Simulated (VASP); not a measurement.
Here is a VASP 6.6.1 calculation.

File INCAR:

```
SYSTEM = AlRu
ALGO = Normal ; EDIFF = 1E-7
ENCUT = 520 ; GGA = PE
ISIF = 2 ; ISMEAR = -1
LASPH = .TRUE. ; LCHARG = .FALSE.
LREAL = .FALSE. ; LWAVE = .FALSE.
NBANDS = 16 ; NELM = 80
PREC = Accurate ; SIGMA = 0.1
```

File KPOINTS:

```
k-points
0
G
  8 8 8
  0 0 0
```

Contents of POSCAR:

```
AlRu
1.0
    3.0000000000      0.0000000000      0.0000000000
    0.0000000000      3.0000000000      0.0000000000
    0.0000000000      0.0000000000      3.0000000000
Ru Al
1 1
Direct
    0.0066666667      0.0000000000      0.0000000000
    0.5000000000      0.5000000000      0.5000000000
```

Potentials or basis: VASP PAW PBE potentials, release 64 (Ru_pv, Al).

The run is started by

```console
$ cat potpaw_PBE.64/Ru_pv/POTCAR potpaw_PBE.64/Al/POTCAR > POTCAR
$ mpirun -np 1 vasp_std > vasp.out
```

Q: Estimate the largest force.

A: 0.151 eV/Å.

Q: What does it give for the band gap on the k mesh?

A: Zero (an odd number of electrons rules out a gap without spin polarisation).

Forces in eV/Å, atoms in the order of the input:
```
Ru  -0.151  0.000  0.000
Al   0.151  0.000  0.000
```
